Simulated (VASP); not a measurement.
# C (a cell with a defect) in VASP: notebook

C (a cell with a defect) is run at these levels: PBEsol; tasks: single point.

All numbers are computed with VASP 6.6.1; they aren't measurements. Logs are shortened: lines on timing, memory, paths and dates and some standing lists are left out, and cuts for length are marked.

## Step 1: The cell of the first run

The cell holds a defect, 15 atoms: a = 5.026 Å, b = 5.026 Å, c = 5.026 Å, α = 60.00°, β = 60.00°, γ = 60.00°.

## Step 2: Single point, PBEsol (atom 10 moved 0.250 of the way to it and +0.525 Å across, host rigid)

Contents of INCAR:

```
ALGO = Normal ; EDIFF = 1E-6
ENCUT = 520 ; GGA = PS
ISIF = 2 ; ISMEAR = 0
LASPH = T ; LCHARG = F
LREAL = Auto ; LWAVE = F
NBANDS = 43 ; NELM = 60
PREC = Accurate ; SIGMA = 0.05
```

Contents of KPOINTS:

```
k-points
0
Gamma
  6 6 6
```

Contents of POSCAR:

```
C
1.0
    0.0000000000      3.5537981836     -3.5537981836
   -3.5537981836      0.0000000000     -3.5537981836
   -3.5537981836      3.5537981836      0.0000000000
C
15
Direct
    0.2500000000      0.7500000000      0.2500000000
    0.7500000000      0.2500000000      0.2500000000
    0.2500000000      0.2500000000      0.2500000000
    0.7500000000      0.7500000000      0.7500000000
    0.2500000000      0.7500000000      0.7500000000
    0.7500000000      0.2500000000      0.7500000000
    0.2500000000      0.2500000000      0.7500000000
    0.8750000000      0.3750000000      0.3750000000
    0.3750000000      0.3750000000      0.3750000000
    0.7834397794      0.7834397794      0.4643704412
    0.3750000000      0.8750000000      0.3750000000
    0.8750000000      0.3750000000      0.8750000000
    0.3750000000      0.3750000000      0.8750000000
    0.8750000000      0.8750000000      0.8750000000
    0.3750000000      0.8750000000      0.8750000000
```

Potentials or basis: VASP PAW PBE potentials, release 64 (C).

Run with:

```console
> cat potpaw_PBE.64/C/POTCAR > POTCAR
> mpirun -np 1 vasp_std > vasp.out
```

OUTCAR:

```text
EDIFF = 1E-6
   ENCUT = 520
   GGA = PS
   ISIF = 2
   ISMEAR = 0
   LASPH = T
   LREAL = Auto
   NELM = 60
   PREC = Accurate

 ion  position               nearest neighbor table
   1  0.250  0.750  0.250-  11 1.54   9 1.54  15 1.54  10 1.99
   2  0.750  0.250  0.250-   8 1.54   9 1.54  12 1.54  10 1.99
   3  0.250  0.250  0.250-   9 1.54   8 1.54  11 1.54  13 1.54
   4  0.750  0.750  0.750-  10 1.29  14 1.54  12 1.54  15 1.54
   5  0.250  0.750  0.750-  15 1.54  13 1.54  14 1.54  11 1.54
   6  0.750  0.250  0.750-  12 1.54   8 1.54  13 1.54  14 1.54
   7  0.250  0.250  0.750-  13 1.54  12 1.54   9 1.54  15 1.54
   8  0.875  0.375  0.375-   2 1.54   3 1.54   6 1.54
   9  0.375  0.375  0.375-   3 1.54   2 1.54   1 1.54   7 1.54
  10  0.783  0.783  0.464-   4 1.29   2 1.99   1 1.99
  11  0.375  0.875  0.375-   1 1.54   3 1.54   5 1.54
  12  0.875  0.375  0.875-   6 1.54   4 1.54   2 1.54   7 1.54
  13  0.375  0.375  0.875-   7 1.54   5 1.54   6 1.54   3 1.54
  14  0.875  0.875  0.875-   4 1.54   5 1.54   6 1.54
  15  0.375  0.875  0.875-   5 1.54   4 1.54   1 1.54   7 1.54

  LATTYP: Found a face centered cubic cell.
 ALAT       =     7.1075963672

  Lattice vectors:

 A1 = (   0.0000000000,   3.5537981836,  -3.5537981836)
 A2 = (  -3.5537981836,   0.0000000000,  -3.5537981836)
 A3 = (  -3.5537981836,   3.5537981836,   0.0000000000)

Analysis of symmetry for initial positions (statically):
=====================================================================
 Subroutine PRICEL returns:
 Original cell was already a primitive cell.

 Routine SETGRP: Setting up the symmetry group for a
 face centered cubic supercell.

 Subroutine GETGRP returns: Found  2 space group operations
 (whereof  2 operations were pure point group operations)
 out of a pool of 48 trial point group operations.

The static configuration has the point symmetry C_1h.

Analysis of symmetry for dynamics (positions and initial velocities):
=====================================================================
 Subroutine PRICEL returns:
 Original cell was already a primitive cell.

 Routine SETGRP: Setting up the symmetry group for a
 face centered cubic supercell.

 Subroutine GETGRP returns: Found  2 space group operations
 (whereof  2 operations were pure point group operations)
 out of a pool of 48 trial point group operations.

The dynamic configuration has the point symmetry C_1h.

 Subroutine INISYM returns: Found  2 space group operations
 (whereof  2 operations are pure point group operations),
 and found     1 'primitive' translations

----------------------------------------------------------------------------------------

                                     Primitive cell

  volume of cell :      89.7653

  direct lattice vectors                    reciprocal lattice vectors
     0.000000000  3.553798184 -3.553798184     0.140694540  0.140694540 -0.140694540
    -3.553798184  0.000000000 -3.553798184    -0.140694540 -0.140694540 -0.140694540
    -3.553798184  3.553798184  0.000000000    -0.140694540  0.140694540  0.140694540

  length of vectors
     5.025829589  5.025829589  5.025829589     0.243690091  0.243690091  0.243690091

  position of ions in fractional coordinates (direct lattice)
     0.250000000  0.750000000  0.250000000
     0.750000000  0.250000000  0.250000000
     0.250000000  0.250000000  0.250000000
     0.750000000  0.750000000  0.750000000
     0.250000000  0.750000000  0.750000000
     0.750000000  0.250000000  0.750000000
     0.250000000  0.250000000  0.750000000
     0.875000000  0.375000000  0.375000000
     0.375000000  0.375000000  0.375000000
     0.783439779  0.783439779  0.464370441
     0.375000000  0.875000000  0.375000000
     0.875000000  0.375000000  0.875000000
     0.375000000  0.375000000  0.875000000
     0.875000000  0.875000000  0.875000000
     0.375000000  0.875000000  0.875000000

  ion indices of the primitive-cell ions
   primitive index   ion index
                 1           1
                 2           2
                 3           3
                 4           4
                 5           5
                 6           6
                 7           7
                 8           8
                 9           9
                10          10
                11          11
                12          12
                13          13
                14          14
                15          15

----------------------------------------------------------------------------------------

 KPOINTS: k-points

Automatic generation of k-mesh.
 Grid dimensions read from file:
 generate k-points for:    6    6    6

 Generating k-lattice:

  Cartesian coordinates                     Fractional coordinates (reciprocal lattice)
     0.023449090  0.023449090 -0.023449090     0.166666667  0.000000000  0.000000000
    -0.023449090 -0.023449090 -0.023449090     0.000000000  0.166666667  0.000000000
    -0.023449090  0.023449090  0.023449090     0.000000000  0.000000000  0.166666667

  Length of vectors
     0.040615015  0.040615015  0.040615015

  Shift w.r.t. Gamma in fractional coordinates (k-lattice)
     0.000000000  0.000000000  0.000000000

 Subroutine IBZKPT returns following result:
 ===========================================

 Found     68 irreducible k-points:

 Following reciprocal coordinates:
            Coordinates               Weight
  0.000000  0.000000  0.000000      1.000000
  0.166667  0.000000  0.000000      4.000000
  0.000000  0.000000  0.166667      2.000000
  0.166667  0.166667  0.166667      2.000000
  0.333333  0.000000  0.000000      4.000000
  0.000000  0.000000  0.333333      2.000000
[... 16 lines left out ...]
  0.166667  0.166667 -0.333333      2.000000
  0.500000  0.333333  0.500000      4.000000
 [... further k-points ...]
   k-points           NKPTS =     68   k-points in BZ     NKDIM =     68   number of bands    NBANDS=     43
   number of dos      NEDOS =    301   number of ions     NIONS =     15
   total plane-waves  NPLWV =  64000
   dimension x,y,z NGX =    40 NGY =   40 NGZ =   40
   dimension x,y,z NGXF=    80 NGYF=   80 NGZF=   80
   ions per type =              15
   NGX,Y,Z   is equivalent  to a cutoff of  13.23, 13.23, 13.23 a.u.
   NGXF,Y,Z  is equivalent  to a cutoff of  26.46, 26.46, 26.46 a.u.
 SYSTEM =  unknown system
   PREC   = accura    normal or accurate (medium, high low for compatibility)
   ISTART =      0    job   : 0-new  1-cont  2-samecut
   ICHARG =      2    charge: 1-file 2-atom 10-const
   ISPIN  =      1    spin polarized calculation?
   LNONCOLLINEAR =      F non collinear calculations
   LSORBIT =      F    spin-orbit coupling
   LASPH  =      T    aspherical Exc in radial PAW
   ENCUT  =  520.0 eV  38.22 Ry    6.18 a.u.   9.34  9.34  9.34*2*pi/ulx,y,z
   NELM   =     60;   NELMIN=  2; NELMDL= -5     # of ELM steps
   EDIFF  = 0.1E-05   stopping-criterion for ELM
   LREAL  =      T    real-space projection
   EDIFFG = 0.1E-04   stopping-criterion for IOM
   NSW    =      0    number of steps for IOM
   IBRION =     -1    ionic relax: 0-MD 1-quasi-New 2-CG
   NFREE  =      0    steps in history (QN), initial steepest desc. (CG)
   ISIF   =      2    stress and relaxation
   ISYM   =      2    0-nonsym 1-usesym 2-fastsym
   POTIM  = 0.5000    time-step for ionic-motion
   TEBEG  =    0.0;   TEEND  =   0.0 temperature during run
   PSTRESS=    0.0 pullay stress
   NELECT =      60.0000    total number of electrons
   NUPDOWN=      -1.0000    fix difference up-down
   EMIN   =  10.00;   EMAX   =-10.00  energy-range for DOS
   EFERMI =   0.00;   METHOD = LEGACY
   ISMEAR =     0;   SIGMA  =   0.05  broadening in eV -4-tet -1-fermi 0-gaus
   EFERMI_NEDOS =   21; number of points for ismear=-14 and -15
   IALGO  =     38    algorithm
   IMIX   =      4    mixing-type and parameters
     AMIX     =   0.40;   BMIX     =  1.00
     AMIX_MAG =   1.60;   BMIX_MAG =  1.00
  volume/ion in A,a.u.               =       5.98        40.38
  Fermi-wavevector in a.u.,A,eV,Ry     =   1.431383  2.704921 27.876392  2.048857
  Thomas-Fermi vector in A             =   2.551125
   LORBIT       =      0    0 simple, 1 ext, 2 COOP (PROOUT), +10 PAW based schemes
   GGA     = PS    functional components
   LHFCALC =     F    Hartree Fock is set to
   AEXX    =    0.0000 exact exchange contribution
   IVDW    =     0    specifies the selected vdW correction
   LEPSILON=     F    determine dielectric tensor
   LRPA    =     F    only Hartree local field effects (RPA)
 non-spin polarized calculation
 Gauss-broadening in eV      SIGMA  =   0.05
  energy-cutoff  :      520.00
  volume of cell :       89.77
 maximum number of plane-waves:      2450
 NGX is ok and might be reduce to    40
   NGX = 19   NGY = 19   NGZ = 19

 number of electron      59.9999993 magnetization

 Free energy of the ion-electron system (eV)
  ---------------------------------------------------
  ext. energy  EPLUGINS =         0.00000000
  ---------------------------------------------------
  free energy    TOTEN  =      -133.45428047 eV

  energy without entropy =     -133.45076221  energy(sigma->0) =     -133.45252134

 E-fermi :   9.4623     XC(G=0): -13.1965

 val. band max:        9.4475109713   @ k =   0.0000  -0.1667   0.1667
 cond. band min:       9.4692561206   @ k =   0.5000   0.3333   0.1667
 fundamental gap:      0.0217451493
 Fermi energy:         9.4622713963

 k-point     1 :       0.0000    0.0000    0.0000
  band No.  band energies     occupation
      1     -12.3735      2.00000
      2      -7.7703      2.00000
      3      -6.6958      2.00000
      4      -6.3658      2.00000
      5      -5.6875      2.00000
      6      -4.7597      2.00000
[... 34 lines left out ...]
     41      15.5870      0.00000
     42      16.2733      0.00000

 k-point     2 :       0.1667    0.0000    0.0000
  band No.  band energies     occupation
      1     -12.1895      2.00000
      2      -8.2765      2.00000
      3      -7.1249      2.00000
      4      -6.4762      2.00000
      5      -5.9869      2.00000
      6      -5.1921      2.00000
[... 34 lines left out ...]
     41      15.9930      0.00000
     42      16.3837      0.00000

 k-point     3 :       0.0000    0.0000    0.1667
  band No.  band energies     occupation
      1     -12.2062      2.00000
      2      -8.1024      2.00000
      3      -6.9469      2.00000
      4      -6.7169      2.00000
      5      -6.1211      2.00000
      6      -5.2153      2.00000
[... 34 lines left out ...]
     41      15.9663      0.00000
     42      16.5866      0.00000

 k-point     4 :       0.1667    0.1667    0.1667
  band No.  band energies     occupation
      1     -12.1917      2.00000
      2      -8.2014      2.00000
      3      -7.0346      2.00000
      4      -6.7544      2.00000
      5      -5.9950      2.00000
      6      -5.2134      2.00000
[... 844 lines left out ...]
     41      17.2776      0.00000
     42      17.9645      0.00000

 k-point    23 :       0.1667    0.1667   -0.3333
  band No.  band energies     occupation
      1     -11.2533      2.00000
      2      -9.6149      2.00000
      3      -8.0318      2.00000
      4      -7.2081      2.00000
      5      -7.1790      2.00000
      6      -5.2102      2.00000
[... 34 lines left out ...]
     41      17.3716      0.00000
     42      17.6265      0.00000

 k-point    24 :       0.5000    0.3333    0.5000
  band No.  band energies     occupation
      1     -11.0493      2.00000
      2      -9.9983      2.00000
      3      -8.2515      2.00000
      4      -7.3600      2.00000
      5      -6.3064      2.00000
      6      -5.7176      2.00000
[... 34 lines left out ...]
     41      18.0176      0.00000
     42      18.3792      0.00000

 [... further k-points ...]

 [bands above 42 left out]

------------------------ aborting loop because EDIFF is reached ----------------------------------------

  FORCE on cell =-STRESS in cart. coord.  units (eV):
  Direction    XX          YY          ZZ          XY          YZ          ZX
  --------------------------------------------------------------------------------------
  -------------------------------------------------------------------------------------
  Total        4.2085744      4.2085744     -7.2768101     -0.9793292      8.2222614     -8.2222622
  in kB       75.1168413     75.1168413   -129.8803188    -17.4795802    146.7552292   -146.7552421
  external PRESSURE =       6.7844546 kB  Pullay stress =       0.0000000 kB

 VOLUME and BASIS-vectors are now :
 -----------------------------------------------------------------------------
  energy-cutoff  :      520.00
  volume of cell :       89.77
      direct lattice vectors                 reciprocal lattice vectors
     0.000000000  3.553798184 -3.553798184     0.140694540  0.140694540 -0.140694540
    -3.553798184  0.000000000 -3.553798184    -0.140694540 -0.140694540 -0.140694540
    -3.553798184  3.553798184  0.000000000    -0.140694540  0.140694540  0.140694540

 POSITION                                       TOTAL-FORCE (eV/Angst)
 -----------------------------------------------------------------------------------
     -3.55380      1.77690     -3.55380         1.414430      1.458834      0.079655
     -1.77690      3.55380     -3.55380        -1.458834     -1.414430      0.079655
     -1.77690      1.77690     -1.77690        -0.165030      0.165030     -0.607711
     -5.33070      5.33070     -5.33070        -5.673861      5.673861      4.095065
     -5.33070      3.55380     -3.55380        -0.595896      0.344499      0.788655
     -3.55380      5.33070     -3.55380        -0.344499      0.595896      0.788655
     -3.55380      3.55380     -1.77690         0.065134     -0.065134     -0.360353
     -2.66535      4.44225     -4.44225         1.741217      2.298302      1.603467
     -2.66535      2.66535     -2.66535         0.110171     -0.110171     -0.296006
     -4.43447      4.43447     -5.56837         6.809505     -6.809505    -10.078740
     -4.44225      2.66535     -4.44225        -2.298302     -1.741217      1.603467
     -4.44225      6.21915     -4.44225         0.301789      2.220826      2.090458
     -4.44225      4.44225     -2.66535         0.053430     -0.053430     -0.045783
     -6.21915      6.21915     -6.21915         2.261571     -2.261571     -1.830944
     -6.21915      4.44225     -4.44225        -2.220826     -0.301789      2.090458
 -----------------------------------------------------------------------------------
    total drift:                                0.002903     -0.002903     -0.000601

  FREE ENERGIE OF THE ION-ELECTRON SYSTEM (eV)
  ---------------------------------------------------
  free  energy   TOTEN  =      -133.4542804713 eV

  energy  without entropy=     -133.4507622116  energy(sigma->0) =     -133.45252134
```

Run time: 5.1 min. Hardware: 1 thread of Intel Xeon 6975P-C (Granite Rapids), shared host; peak memory 0.31 GiB.

What came out:

| Quantity | Value |
| --- | --- |
| Free energy | -133.4543 eV |
| Pressure | 0.7 GPa |
| Largest force | 13.940 eV/Å |
| Band gap on the k mesh | zero (band 30 reaches 10.45 eV, above the bottom of band 31 at 9.21 eV) |

Forces on the atoms (eV/Å):
```
C     1.414   1.459   0.080
C    -1.459  -1.414   0.080
C    -0.165   0.165  -0.608
C    -5.674   5.674   4.095
C    -0.596   0.344   0.789
C    -0.344   0.596   0.789
C     0.065  -0.065  -0.360
C     1.741   2.298   1.603
C     0.110  -0.110  -0.296
C     6.810  -6.810 -10.079
C    -2.298  -1.741   1.603
C     0.302   2.221   2.090
C     0.053  -0.053  -0.046
C     2.262  -2.262  -1.831
C    -2.221  -0.302   2.090
```

Stress tensor (GPa, compression positive):
```
  7.51  -1.75 -14.68
 -1.75   7.51  14.68
-14.68  14.68 -12.99
```

Caveat: the cell differs from its parent crystal (atom 10 moved 0.250 of the way to it and +0.525 Å across, host rigid); the PAW data sets were made with another functional, which shifts forces and pressure a little.

## Step 3: Single point, PBEsol (atom 10 moved 0.000 of the way to it and +0.525 Å across, host rigid)

Contents of INCAR:

```
PREC = Accurate
ENCUT = 520
EDIFF = 1E-6
ISMEAR = 0
SIGMA = 0.05
LREAL = Auto
LASPH = T
NELM = 80
ALGO = Normal
ISIF = 2
LWAVE = F
LCHARG = F
GGA = PS
NBANDS = 43
```

Contents of KPOINTS:

```
regular mesh
0
Gamma
  6 6 6
```

Changes to POSCAR since step 2:

```diff
@@ -17,3 +17,3 @@
     0.3750000000      0.3750000000      0.3750000000
-    0.7834397794      0.7834397794      0.4643704412
+    0.8146897794      0.8146897794      0.4956204412
     0.3750000000      0.8750000000      0.3750000000
```

Potentials or basis: VASP PAW PBE potentials, release 64 (C).

Run with:

```console
> cat potpaw_PBE.64/C/POTCAR > POTCAR
> mpirun -np 1 vasp_std > vasp.out
```

Wall time 4.6 min (1 thread of Intel Xeon 6975P-C (Granite Rapids), shared host); peak memory 0.31 GiB.

The run converged. Its results:

* Free energy: -130.1638 eV
* Pressure: 19.3 GPa
* Largest force: 45.903 eV/Å
* Band gap on the k mesh: zero (band 30 reaches 10.90 eV, above the bottom of band 31 at 9.37 eV)

Forces in eV/Å, atoms in the order of the input:
```
C    -0.065   1.972   0.983
C    -1.972   0.065   0.983
C    -0.097   0.097  -0.735
C   -24.281  24.281  17.951
C     0.134   0.381   0.188
C    -0.381  -0.134   0.188
C     0.106  -0.106  -0.408
C     2.030   1.386   1.819
C     0.136  -0.136  -0.534
C    26.909 -26.909 -25.668
C    -1.386  -2.030   1.819
C     1.001   2.588   2.525
C    -0.068   0.068   0.001
C     0.521  -0.521  -1.636
C    -2.588  -1.001   2.525
```

Stress tensor (GPa, compression positive):
```
 29.93 -28.37 -22.19
-28.37  29.93  22.19
-22.19  22.19  -1.92
```

Levels at points of the mesh, in eV from the Fermi level:
```
           k point  band 27  band 28  band 29  band 30  band 31  band 32  band 33  band 34
(0.00, 0.00, 0.00)    -2.14    -1.84    -1.02     1.19     1.35     1.65     3.09     3.55
(0.50, 0.00, 0.00)    -3.56    -2.53    -2.48    -1.79     0.46     1.51     3.09     4.91
(0.00, 0.00, 0.50)    -3.16    -3.15    -2.67    -2.12     1.27     1.60     4.78     4.85
(0.50, 0.50, 0.50)    -3.91    -3.37    -1.22    -0.62     0.79     1.41     3.40     3.44
(0.50, 0.50, 0.00)    -3.87    -2.90    -2.11    -1.34    -0.24     0.60     3.96     4.18
(0.00, 0.50, 0.50)    -4.17    -3.83    -2.27    -1.70     0.15     1.35     2.50     4.21
```

Caveat: the cell differs from its parent crystal (atom 10 moved 0.000 of the way to it and +0.525 Å across, host rigid); the PAW data sets were made with another functional, which shifts forces and pressure a little.
